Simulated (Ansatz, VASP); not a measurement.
Two plane-wave programs on Al

```
CELL_PARAMETERS angstrom
-1.40194 2.77914 -4.46601
-1.40194 2.77914 4.46601
5.60776 0.00000 0.00000
ATOMIC_POSITIONS crystal
Al 0.74266 0.74266 0.37133
Al 0.74266 0.74266 0.87133
Al 0.25734 0.25734 0.12867
Al 0.25734 0.25734 0.62867
Al 0.77515 0.22485 0.25000
Al 0.77515 0.22485 0.75000
Al 0.22485 0.77515 0.25000
Al 0.22485 0.77515 0.75000
```

Alike in both runs: task single point; functional PBE; k mesh 6 × 6 × 4; occupations gaussian, width 0.2 eV; no spin polarisation.

```csv
,VASP,Ansatz
version,VASP 6.6.1,Ansatz 0.2.0
potentials or method,"VASP PAW PBE potentials, release 64 (Al), cutoff 520 eV","scalar-relativistic, plane waves, PAW"
valence electrons in the cell,24,24
```

|  | VASP | Ansatz | Ansatz less VASP |
| --- | --- | --- | --- |
| gap on the k mesh at the Fermi level (eV) | none | none | - |
| pressure (GPa) | 0.0 | 0.0 | +0.03 |
| traceless stress, the component that is largest in VASP (GPa) | 0.75 | 0.75 | -0.002 |
| rms of the force components (eV/Å) | 0.016 | 0.016 | +0.0001 |

Atom by atom the forces differ by 0.001 eV/Å (rms over components). A gap of «none» marks a metal or a gap that the smearing closes.
